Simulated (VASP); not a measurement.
# Be3H4Br2: relaxation of cell and atoms with PBE

Crystal: Be3H4Br2.

```
CELL_PARAMETERS angstrom
3.34945 0.00000 0.00000
-1.67473 2.90071 0.00000
0.00000 0.00000 9.70070
ATOMIC_POSITIONS crystal
Be 0.66667 0.33333 0.90847
Be 0.00000 0.00000 0.50000
Be 0.33333 0.66667 0.09153
H 0.33333 0.66667 0.50277
H 0.66667 0.33333 0.05315
H 0.66667 0.33333 0.49723
H 0.33333 0.66667 0.94685
Br 0.00000 0.00000 0.75721
Br 0.00000 0.00000 0.24279
```

```
Program                : VASP 6.6.1
Task                   : relaxation of cell and atoms
Functional             : PBE
Potentials or basis    : VASP PAW PBE potentials, release 64 (Be, H, Br)
Cutoff                 : 600 eV
k mesh                 : 12 × 12 × 4
Occupations            : gaussian, width 0.1 eV
Spin                   : no spin polarisation
Dipole correction      : no
Further INCAR settings : ALGO = Normal; EDIFF = 1e-07; IBRION = 2; EDIFFG = -0.01; NSW = 100; ISIF = 3
```

```json
{"Relaxed volume": "10.51 Å³/atom", "Relaxed cell": "a = 3.353 Å, b = 3.353 Å, c = 9.719 Å, α = 90.00°, β = 90.00°, γ = 120.00°", "Space group after relaxing (to 0.1 Å)": "P-3m1 (No. 164)", "Energy gained by relaxing": "0.0 meV/atom", "Ionic steps": "6", "Pressure after relaxing": "0.0 GPa", "Largest force after relaxing": "0.007 eV/Å", "Band gap on the k mesh": "zero (bands 12 and 13 overlap by 3.28 eV)"}
```

Forces in eV/Å, atoms in the order of the input:
```
Be   0.000  0.000 -0.004
Be   0.000  0.000  0.000
Be   0.000  0.000  0.004
H    0.000  0.000  0.004
H    0.000  0.000  0.007
H    0.000  0.000 -0.004
H    0.000  0.000 -0.007
Br   0.000  0.000  0.006
Br   0.000  0.000 -0.006
```

Step by step:
```tsv
step	energy change (eV)	largest force (eV/Å)	pressure (GPa)	volume (Å³)
1	0.0000	0.0273	0.12	94.25
2	-0.0001	0.0179	0.04	94.35
3	-0.0001	0.0285	-0.01	94.42
4	-0.0002	0.0209	-0.03	94.49
5	-0.0004	0.0174	-0.09	94.69
6	-0.0004	0.0074	0.02	94.60
```

Final structure:
```
Be H Br
1.0
     3.35261    0.00000    0.00000
    -1.67631    2.90345    0.00000
     0.00000    0.00000    9.71858
Be H Br
3 4 2
Direct
  0.66667 0.33333 0.90802
  0.00000 0.00000 0.50000
  0.33333 0.66667 0.09198
  0.33333 0.66667 0.50328
  0.66667 0.33333 0.05245
  0.66667 0.33333 0.49672
  0.33333 0.66667 0.94755
  0.00000 0.00000 0.75796
  0.00000 0.00000 0.24204
```

Levels at points of the mesh, in eV from the Fermi level:
```tsv
k point	band 9	band 10	band 11	band 12	band 13	band 14	band 15	band 16
(0.00, 0.00, 0.00)	-3.64	-3.64	-2.16	2.06	2.51	2.58	2.58	2.66
(0.50, 0.00, 0.00)	-5.16	-5.06	-4.87	-2.84	0.73	1.33	1.33	1.89
(0.00, 0.00, 0.50)	-3.66	-3.66	-1.51	1.78	2.56	2.56	2.61	3.15
(0.50, 0.00, 0.50)	-5.04	-4.90	-4.58	-3.12	1.06	1.38	1.54	2.19
```

Run time: 3.8 min on 1 thread of Intel(R) Xeon(R) 6975P-C (Granite Rapids) (shared host), peak memory 0.34 GiB.
